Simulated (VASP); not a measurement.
Set up this calculation in VASP 6.6.1, as the native input.

* Task: relaxation of cell and atoms
* Functional: PBE
* Potentials or basis: VASP PAW PBE potentials, release 64 (Ca_sv, As)
* Cutoff: 600 eV
* k mesh: 3 × 3 × 6
* Occupations: gaussian, width 0.1 eV
* Spin: no spin polarisation
* Dipole correction: no
* Further INCAR settings: ALGO = Fast; EDIFF = 1e-06; IBRION = 2; EDIFFG = -0.04; NSW = 90; ISIF = 3

The structure of Ca3As lies in POSCAR:

```
Ca3As
1.0
    6.4062004863      0.0000000000      0.0000000000
   -3.2031002432      5.5479323629      0.0000000000
    0.0000000000      0.0000000000      3.3147103403
Ca As
3 1
Direct
    0.5000000000      0.0000000000      0.0000000000
    0.0000000000      0.5000000000      0.0000000000
    0.5000000000      0.5000000000      0.0000000000
    0.0000000000      0.0000000000      0.5000000000
```

The cell was generated, and may not be a known phase.

The input as run:

INCAR

```
SYSTEM = Ca3As
PREC = Accurate ; ENCUT = 600
EDIFF = 1E-6 ; ISMEAR = 0
SIGMA = 0.1 ; LREAL = .False.
LASPH = .True. ; NELM = 100
ALGO = Fast ; ISIF = 3
LWAVE = .False. ; LCHARG = .False.
GGA = PE ; IBRION = 2
NSW = 90 ; EDIFFG = -0.04
```

KPOINTS

```
Automatic mesh
0
Gamma
  3 3 6
  0 0 0
```

Potentials or basis: VASP PAW PBE potentials, release 64 (Ca_sv, As).

The run is started by

```sh
$ cat potpaw_PBE.64/Ca_sv/POTCAR potpaw_PBE.64/As/POTCAR > POTCAR
$ mpirun -np 1 vasp_std > vasp.out
```

It gave:

```
Relaxed volume                        : 29.88 Å³/atom
Relaxed cell                          : a = 6.514 Å, b = 6.514 Å, c = 3.252 Å, α = 90.00°, β = 90.00°, γ = 120.00°
Space group after relaxing (to 0.1 Å) : P6/mmm (No. 191)
Energy gained by relaxing             : 4.3 meV/atom
Ionic steps                           : 5
Pressure after relaxing               : 0.0 GPa
Band gap on the k mesh                : zero (an odd number of electrons rules out a gap without spin polarisation)
```

Caveat: the k points lie up to 0.37 Å⁻¹ apart in the final cell, too coarse for converged energies and pressures of a metal.

Wall time 6.1 min on 1 thread of Intel Xeon 8259CL (shared host), peak memory 0.29 GiB.
